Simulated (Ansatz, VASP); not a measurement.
## Ge2N in VASP and in Ansatz

The input INCAR:

```
SYSTEM = Ge2N
ALGO = Normal ; EDIFF = 1E-7
EDIFFG = -0.04 ; ENCUT = 600
GGA = PE ; IBRION = 2
ISIF = 3 ; ISMEAR = 0
LASPH = .TRUE. ; LCHARG = .FALSE.
LREAL = .FALSE. ; LWAVE = .FALSE.
NELM = 80 ; NSW = 90
PREC = Accurate ; SIGMA = 0.1
```

The input KPOINTS:

```
k-points
0
G
  6 6 6
  0 0 0
```

Contents of POSCAR:

```
Ge2N
1.0
    4.2903779800      0.0000000000      0.0000000000
   -2.1451889900      3.7155763200      0.0000000000
    0.0000000000      0.0000000000      3.0006282400
Ge N
2 1
Direct
    0.3333333300      0.6666666700      0.4199999900
    0.6666666700      0.3333333300      0.5800000100
    0.0000000000      0.0000000000      0.0000000000
```

Input for Ansatz:

```yaml
crystal:
  lattice:
    - [4.29037798, 0.0, 0.0]
    - [-2.14518899, 3.71557632, 0.0]
    - [0.0, 0.0, 3.00062824]
  atoms:
    - { symbol: Ge, position: [0.33333333, 0.66666667, 0.41999999] }
    - { symbol: Ge, position: [0.66666667, 0.33333333, 0.58000001] }
    - { symbol: "N", position: [0.0, 0.0, 0.0] }
basis:
  ecutwfc: 420
kpoints:
  mp_grid: { grid: [6, 6, 6] }
hamiltonian:
  xc: pbe
scf:
  occupations: { method: gaussian, width: 0.1 }
  lower_state_search: "off"
output:
  forces: true
  stress: true
  eigenvalues: true
relax:
  adjacent_minimum: "off"
  f_tol: 0.04
  max_steps: 70
  cell: { stress_tol: 0.4 }
```

Change from the starting cell: species swapped into the TmCd2 type (P-3m1, No. 164).

Alike in both runs: task relaxation of cell and atoms; functional PBE; k mesh 6 × 6 × 6; occupations gaussian, width 0.1 eV; no spin polarisation.

|  | VASP | Ansatz |
| --- | --- | --- |
| version | VASP 6.6.1 | Ansatz 0.2.0 |
| potentials or method | VASP PAW PBE potentials, release 64 (Ge_d, N), cutoff 600 eV | scalar-relativistic, plane waves, PAW |
| valence electrons in the cell | 33 | 33 |

VASP gave:

| Property | Result |
| --- | --- |
| gap on the k mesh at the Fermi level, each at its own relaxed structure (eV) | none |
| relaxed volume (Å³/atom) | 14.05 |
| relaxed cell length with the largest relative difference (Å) | 4.582 |

**Question.** Estimate Ansatz's values.

**Answer.** gap on the k mesh at the Fermi level, each at its own relaxed structure (eV): none; relaxed volume (Å³/atom): 15.23; relaxed cell length with the largest relative difference (Å): 5.885.

A gap of «none» marks a metal or a gap that the smearing closes. One of these differences is far larger than is usual between the two programs; its cause wasn't traced.
